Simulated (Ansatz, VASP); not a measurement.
ScCu in VASP and in Ansatz

Contents of INCAR:

```
  PREC = Accurate
  ENCUT = 520
  EDIFF = 1E-6
  ISMEAR = -1
  SIGMA = 0.05
  LREAL = F
  LASPH = T
  NELM = 80
  ALGO = Normal
  ISIF = 2
  LWAVE = F
  LCHARG = T
  GGA = CA
  LELF = T
  LVHAR = T
  NBANDS = 18
```

Contents of KPOINTS:

```
Automatic mesh
0
Gamma
  11 11 11
```

File POSCAR:

```
ScCu
1.0
    3.1895323700      0.0000000000      0.0000000000
    0.0000000000      3.1895323700      0.0000000000
    0.0000000000      0.0000000000      3.1895323700
Sc Cu
1 1
Direct
    0.5000000000      0.5000000000      0.5000000000
    0.0000000000      0.0000000000      0.0000000000
```

Input for Ansatz:

```yaml
crystal:
  lattice:
    - [3.18953237, 0.0, 0.0]
    - [0.0, 3.18953237, 0.0]
    - [0.0, 0.0, 3.18953237]
  atoms:
    - { symbol: Sc, position: [0.5, 0.5, 0.5] }
    - { symbol: Cu, position: [0.0, 0.0, 0.0] }
kpoints:
  mp_grid: { grid: [11, 11, 11] }
  band_path:
    path:
      - [0.0, 0.0, 0.0]
      - [0.0, 0.5, 0.0]
      - [0.5, 0.5, 0.0]
      - [0.0, 0.0, 0.0]
      - [0.5, 0.5, 0.5]
      - [0.0, 0.5, 0.0]
      - [0.5, 0.5, 0.5]
      - [0.5, 0.5, 0.0]
    npoints: 5
scf:
  occupations: { method: fermi_dirac, width: 0.05 }
hamiltonian:
  xc: lda
  pseudopotentials: { kind: all_electron, lapw: { basis_error: 0.0005 } }
output:
  forces: true
  stress: true
  eigenvalues: true
```

Change from the starting cell: volume scaled by 0.94.

Alike in both runs: task single point; functional LDA; k mesh 11 × 11 × 11; occupations fermi-dirac, width 0.05 eV; no spin polarisation.

|  | VASP | Ansatz |
| --- | --- | --- |
| version | VASP 6.6.1 | Ansatz 0.2.0 |
| potentials or method | VASP PAW LDA potentials, release 64 (Sc_sv, Cu), cutoff 520 eV | all-electron LAPW, scalar-relativistic |

```tsv
	VASP	Ansatz	Ansatz less VASP
pressure (GPa)	-1.6	-2.3	-0.68
```

LDA's correlation is that of Perdew and Zunger in VASP and of Perdew and Wang (1992) in Ansatz. Ansatz ran all-electron here, and VASP with PAW potentials.
